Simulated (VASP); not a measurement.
Here is a VASP 6.6.1 calculation.

Contents of INCAR:

```
SYSTEM = HfBF
ALGO = Fast
EDIFF = 1E-7
ENCUT = 520
GGA = PE
ISIF = 2
ISMEAR = 0
LASPH = .TRUE.
LCHARG = .FALSE.
LREAL = .FALSE.
LWAVE = .FALSE.
NBANDS = 29
NELM = 80
PREC = Accurate
SIGMA = 0.1
```

Contents of KPOINTS:

```
k-points
0
G
  8 8 10
  0 0 0
```

Contents of POSCAR:

```
HfBF
1.0
    4.4449504162      0.0000000000      0.0000000000
    0.0000000000      4.4449504162      0.0000000000
    0.0000000000      0.0000000000      4.2280921922
Hf B F
2 2 2
Direct
    0.5000000000      0.5000000000      0.0000000000
    0.0000000000      0.0000000000      0.0000000000
    0.5000000000      0.0000000000      0.2559108805
    0.0000000000      0.5000000000      0.7440891195
    0.0000000000      0.5000000000      0.3779220130
    0.5000000000      0.0000000000      0.6220779870
```

Potentials or basis: VASP PAW PBE potentials, release 64 (Hf_pv, B, F).

Run with:

```console
$ cat potpaw_PBE.64/Hf_pv/POTCAR potpaw_PBE.64/B/POTCAR potpaw_PBE.64/F/POTCAR > POTCAR
$ mpirun -np 1 vasp_std > vasp.out
```

(1) Estimate the pressure.

(2) What does it give for the largest force?

Results:

(1) -0.5 GPa.

(2) 0.132 eV/Å.
